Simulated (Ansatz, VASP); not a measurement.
**Two plane-wave programs on V**

```
CELL_PARAMETERS angstrom
2.95821 0.00000 0.00000
1.47911 2.09177 0.00000
0.00000 0.00000 36.55063
ATOMIC_POSITIONS crystal
V 0.00000 0.00000 0.32831
V 0.50000 0.00000 0.38554
V 0.00000 0.00000 0.44277
V 0.50000 0.00000 0.50000
V 0.00000 0.00000 0.55723
V 0.50000 0.00000 0.61446
V 0.00000 0.00000 0.67169
```

Alike in both runs: task single point; functional PBEsol; k mesh 16 × 16 × 1; no spin polarisation.

|  | VASP | Ansatz |
| --- | --- | --- |
| version | VASP 6.6.1 | Ansatz 0.2.0 |
| potentials or method | VASP PAW PBE potentials, release 64 (V_sv) | plane-wave PAW, scalar-relativistic |
| plane-wave cutoff (eV) | 520 | 420 |
| occupations | methfessel-paxton of order 1, width 0.1 eV | cold, width 0.1 eV |
| valence electrons in the cell | 91 | 91 |

|  | VASP | Ansatz | Ansatz less VASP |
| --- | --- | --- | --- |
| rms of the force components (eV/Å) | 0.172 | 0.171 | -0.0010 |

VASP's potentials were made for PBE, not for PBEsol. Atom by atom the forces differ by 0.004 eV/Å (rms over components).
